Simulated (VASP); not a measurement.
Runs of VASP 6.6.1 on SiPdRu5. The structure is that of space group F-43m (No. 216), or close to it. The cells are those of the table. 

| task | cell | cutoff (eV) | gap on the mesh (eV) | pressure (GPa) | relaxed volume (Å³/atom) | largest force (eV/Å) |
| --- | --- | --- | --- | --- | --- | --- |
| relaxation of cell and atoms | relaxed from a = 5.306 Å, angles 60.0°, 7 atoms | 600 | none | 0.0 | 22.61 | 0.01 |
| single point | a = 6.096 Å, angles 60.0°, 7 atoms | 520 | none | (a) | - | (b) |
| relaxation of cell and atoms | relaxed from a = 5.198 Å, angles 60.0°, 7 atoms | 600 | none | 0.4 | 22.76 | 0.01 |
| single point | a = 6.069 Å, angles 60.0°, 7 atoms | 520 | none | 0.2 | - | 0.01 |

Alike in all rows: level PBE; potentials or basis VASP PAW PBE potentials, release 64 (Si, Ru_pv, Pd); no spin polarisation; k mesh 4 × 4 × 4; smearing gaussian 0.2 eV.

Question: Fill in the values left out.

Answer: (a) 0.1; (b) 0.13.

Caveats: some runs use coarse meshes; the volume moved by over 15 % at a fixed basis, so the end points are rough (some runs); the relaxation stopped at a loose force limit of 0.08 eV/Å, so its end isn't a converged minimum (some runs).

A k mesh can miss the band edges, and the runs leave out spin-orbit coupling on Pd, Ru.

A gap of «none» marks levels without a gap at the run's occupations.
